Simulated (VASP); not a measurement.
Wanted: the native input for a VASP 6.6.1 run.

- Task: single point
- Functional: PBE
- Dispersion: D3(BJ)
- Potentials or basis: VASP PAW PBE potentials, release 64 (W_sv, Se)
- Cutoff: 520 eV
- k mesh: 9 × 9 × 4
- Occupations: gaussian, width 0.05 eV
- Spin: no spin polarisation
- Dipole correction: no
- Further INCAR settings: ALGO = Normal; EDIFF = 1e-06; NBANDS = 20

The structure of WSe2 lies in POSCAR:

```
WSe2
1.0
    3.6450842240      0.0000000000      0.0000000000
   -1.8225421120      2.5887985897      0.0000000000
    0.0000000000      0.0000000000      6.8423881836
W Se
1 2
Direct
    0.0000000000      0.0000000000      0.0000000000
    0.3333333333      0.6666666667      0.2405528385
    0.3333333333      0.6666666667      0.7594471615
```

This cell differs from its parent crystal: strain +e along x and -e along y +0.1000, strain +e along z and -e/2 along x and y -0.0233.

One way to write it, as run:

INCAR

```
SYSTEM = WSe2
  PREC = Accurate
  ENCUT = 520
  EDIFF = 1E-6
  ISMEAR = 0
  SIGMA = 0.05
  LREAL = .FALSE.
  LASPH = .TRUE.
  NELM = 100
  ALGO = Normal
  ISIF = 2
  LWAVE = .FALSE.
  LCHARG = .FALSE.
  GGA = PE
  IVDW = 12
  NBANDS = 20
```

KPOINTS

```
Automatic mesh
0
G
  9 9 4
  0 0 0
```

Potentials or basis: VASP PAW PBE potentials, release 64 (W_sv, Se).

Launch:

```console
$ cat potpaw_PBE.64/W_sv/POTCAR potpaw_PBE.64/Se/POTCAR > POTCAR
$ mpirun -np 1 vasp_std > vasp.out
```

Results of the run:

```
Pressure                   : 4.9 GPa
Largest force              : 2.302 eV/Å
Band gap on the k mesh     : 1.09 eV (least direct gap 1.41 eV)
Dispersion energy per atom : -0.436 eV
```

Caveat: the cell differs from its parent crystal (strain +e along x and -e along y +0.1000, strain +e along z and -e/2 along x and y -0.0233); the stress differs along the axes, from -8 to 17 GPa; spin-orbit coupling is left out, which moves the levels of the heavy elements; forces of over 1 eV/Å act on the atoms, so gaps and moduli don't describe the material at rest.

Wall time 86 s on 1 thread of AMD EPYC 7R13, on a shared host, peak memory 0.26 GiB.
